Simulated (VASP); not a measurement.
Set up this calculation in VASP 6.6.1, as the native input.

- Task: single point
- Functional: HSE06
- Potentials or basis: VASP PAW PBE potentials, release 64 (Pb_d, O)
- Cutoff: 520 eV
- k mesh: 1 × 1 × 1
- Occupations: fermi-dirac, width 0.05 eV
- Spin: no spin polarisation
- Dipole correction: no
- Grid for exact exchange (PRECFOCK): Fast
- Further INCAR settings: LREAL = Auto; ALGO = Normal; EDIFF = 1e-06; NBANDS = 354
- Screening parameter: 0.2079 1/Å

PbO2:

```
Pb O
1.0
     9.99462    0.00000    0.00000
     0.00000    9.99462    0.00000
     0.00000    0.00000   10.22583
Pb O
24 48
Direct
  0.00000 0.00000 0.00000
  0.00000 0.00000 0.33333
  0.00000 0.00000 0.66667
  0.00000 0.50000 0.00000
  0.00000 0.50000 0.33333
  0.00000 0.50000 0.66667
  0.50000 0.00000 0.00000
  0.50000 0.00000 0.33333
  0.50000 0.00000 0.66667
  0.50000 0.50000 0.00000
  0.50000 0.50000 0.33333
  0.50000 0.50000 0.66667
  0.25000 0.25000 0.16667
  0.25000 0.25000 0.50000
  0.25000 0.25000 0.83333
  0.25000 0.75000 0.16667
  0.25000 0.75000 0.50000
  0.25000 0.75000 0.83333
  0.75000 0.25000 0.16667
  0.75000 0.25000 0.50000
  0.75000 0.25000 0.83333
  0.75000 0.75000 0.16667
  0.75000 0.75000 0.50000
  0.75000 0.75000 0.83333
  0.15380 0.15380 0.00003
  0.15380 0.15380 0.33336
  0.15380 0.15380 0.66670
  0.15380 0.65380 0.00003
  0.15380 0.65380 0.33336
  0.15380 0.65380 0.66670
  0.65380 0.15380 0.00003
  0.65380 0.15380 0.33336
  0.65380 0.15380 0.66670
  0.65380 0.65380 0.00003
  0.65380 0.65380 0.33336
  0.65380 0.65380 0.66670
  0.34620 0.34620 0.99997
  0.34620 0.34620 0.33330
  0.34620 0.34620 0.66664
  0.34620 0.84620 0.99997
  0.34620 0.84620 0.33330
  0.34620 0.84620 0.66664
  0.84620 0.34620 0.99997
  0.84620 0.34620 0.33330
  0.84620 0.34620 0.66664
  0.84620 0.84620 0.99997
  0.84620 0.84620 0.33330
  0.84620 0.84620 0.66664
  0.09611 0.40389 0.16667
  0.09611 0.40389 0.50000
  0.09611 0.40389 0.83333
  0.09611 0.90389 0.16667
  0.09611 0.90389 0.50000
  0.09611 0.90389 0.83333
  0.59611 0.40389 0.16667
  0.59611 0.40389 0.50000
  0.59611 0.40389 0.83333
  0.59611 0.90389 0.16667
  0.59611 0.90389 0.50000
  0.59611 0.90389 0.83333
  0.40389 0.09611 0.16667
  0.40389 0.09611 0.50000
  0.40389 0.09611 0.83333
  0.40389 0.59611 0.16667
  0.40389 0.59611 0.50000
  0.40389 0.59611 0.83333
  0.90389 0.09611 0.16667
  0.90389 0.09611 0.50000
  0.90389 0.09611 0.83333
  0.90389 0.59611 0.16667
  0.90389 0.59611 0.50000
  0.90389 0.59611 0.83333
```

These files were run (other wordings do the same):

POSCAR

```
PbO2
1.0
    9.9946160000      0.0000000000      0.0000000000
    0.0000000000      9.9946160000      0.0000000000
    0.0000000000      0.0000000000     10.2258320000
Pb O
24 48
Direct
    0.0000000000      0.0000000000      0.0000000000
    0.0000000000      0.0000000000      0.3333330000
    0.0000000000      0.0000000000      0.6666670000
    0.0000000000      0.5000000000      0.0000000000
    0.0000000000      0.5000000000      0.3333330000
    0.0000000000      0.5000000000      0.6666670000
    0.5000000000      0.0000000000      0.0000000000
    0.5000000000      0.0000000000      0.3333330000
    0.5000000000      0.0000000000      0.6666670000
    0.5000000000      0.5000000000      0.0000000000
    0.5000000000      0.5000000000      0.3333330000
    0.5000000000      0.5000000000      0.6666670000
    0.2500000000      0.2500000000      0.1666670000
    0.2500000000      0.2500000000      0.5000000000
    0.2500000000      0.2500000000      0.8333330000
    0.2500000000      0.7500000000      0.1666670000
    0.2500000000      0.7500000000      0.5000000000
    0.2500000000      0.7500000000      0.8333330000
    0.7500000000      0.2500000000      0.1666670000
    0.7500000000      0.2500000000      0.5000000000
    0.7500000000      0.2500000000      0.8333330000
    0.7500000000      0.7500000000      0.1666670000
    0.7500000000      0.7500000000      0.5000000000
    0.7500000000      0.7500000000      0.8333330000
    0.1538030000      0.1538030000      0.0000300000
    0.1538030000      0.1538030000      0.3333640000
    0.1538030000      0.1538030000      0.6666970000
    0.1538030000      0.6538030000      0.0000300000
    0.1538030000      0.6538030000      0.3333640000
    0.1538030000      0.6538030000      0.6666970000
    0.6538030000      0.1538030000      0.0000300000
    0.6538030000      0.1538030000      0.3333640000
    0.6538030000      0.1538030000      0.6666970000
    0.6538030000      0.6538030000      0.0000300000
    0.6538030000      0.6538030000      0.3333640000
    0.6538030000      0.6538030000      0.6666970000
    0.3461970000      0.3461970000      0.9999700000
    0.3461970000      0.3461970000      0.3333030000
    0.3461970000      0.3461970000      0.6666360000
    0.3461970000      0.8461970000      0.9999700000
    0.3461970000      0.8461970000      0.3333030000
    0.3461970000      0.8461970000      0.6666360000
    0.8461970000      0.3461970000      0.9999700000
    0.8461970000      0.3461970000      0.3333030000
    0.8461970000      0.3461970000      0.6666370000
    0.8461970000      0.8461970000      0.9999700000
    0.8461970000      0.8461970000      0.3333030000
    0.8461970000      0.8461970000      0.6666360000
    0.0961080000      0.4038920000      0.1666670000
    0.0961080000      0.4038910000      0.5000000000
    0.0961080000      0.4038920000      0.8333330000
    0.0961080000      0.9038920000      0.1666670000
    0.0961080000      0.9038920000      0.5000000000
    0.0961080000      0.9038920000      0.8333330000
    0.5961090000      0.4038920000      0.1666670000
    0.5961090000      0.4038920000      0.5000000000
    0.5961090000      0.4038910000      0.8333330000
    0.5961080000      0.9038920000      0.1666670000
    0.5961080000      0.9038920000      0.5000000000
    0.5961080000      0.9038920000      0.8333330000
    0.4038920000      0.0961080000      0.1666670000
    0.4038920000      0.0961080000      0.5000000000
    0.4038920000      0.0961080000      0.8333330000
    0.4038920000      0.5961080000      0.1666670000
    0.4038920000      0.5961080000      0.5000000000
    0.4038920000      0.5961080000      0.8333330000
    0.9038920000      0.0961080000      0.1666670000
    0.9038910000      0.0961080000      0.5000000000
    0.9038910000      0.0961080000      0.8333330000
    0.9038910000      0.5961080000      0.1666670000
    0.9038910000      0.5961080000      0.5000000000
    0.9038910000      0.5961080000      0.8333330000
```

INCAR.step1

```
ALGO = Normal ; EDIFF = 1E-5
ENCUT = 520 ; GGA = PE
ISIF = 2 ; ISMEAR = -1
LASPH = T ; LCHARG = F
LREAL = Auto ; LUSENCCL = F
LWAVE = T ; NBANDS = 354
NELM = 80 ; PREC = Accurate
SIGMA = 0.05
```

INCAR.step2

```
ALGO = Normal ; EDIFF = 1E-6
ENCUT = 520 ; GGA = PE
HFSCREEN = 0.2079 ; ISIF = 2
ISMEAR = -1 ; ISTART = 1
LASPH = T ; LCHARG = F
LHFCALC = T ; LREAL = Auto
LUSENCCL = F ; LWAVE = F
NBANDS = 354 ; NELM = 80
PREC = Accurate ; PRECFOCK = Fast
SIGMA = 0.05
```

KPOINTS

```
k-points
0
Gamma
  1 1 1
```

Potentials or basis: VASP PAW PBE potentials, release 64 (Pb_d, O).

Launch:

```bash
$ cat potpaw_PBE.64/Pb_d/POTCAR potpaw_PBE.64/O/POTCAR > POTCAR
$ cp INCAR.step1 INCAR
$ mpirun -np 1 vasp_gam > vasp.out
$ cp INCAR.step2 INCAR
$ mpirun -np 1 vasp_gam > vasp.out
```

Results of the run:

* Pressure: -2.9 GPa
* Largest force: 0.049 eV/Å
* Band gap on the k mesh: 0.14 eV

Caveat: the k points lie up to 0.63 Å⁻¹ apart; the PAW data sets were made with another functional, which shifts forces and pressure a little; spin-orbit coupling is left out, which moves the levels of the heavy elements.

Wall time 24 min on 1 × NVIDIA H100 80GB with 1 thread of AMD EPYC 7R13 Processor (Zen 3) (shared host), peak memory 1.8 GiB.
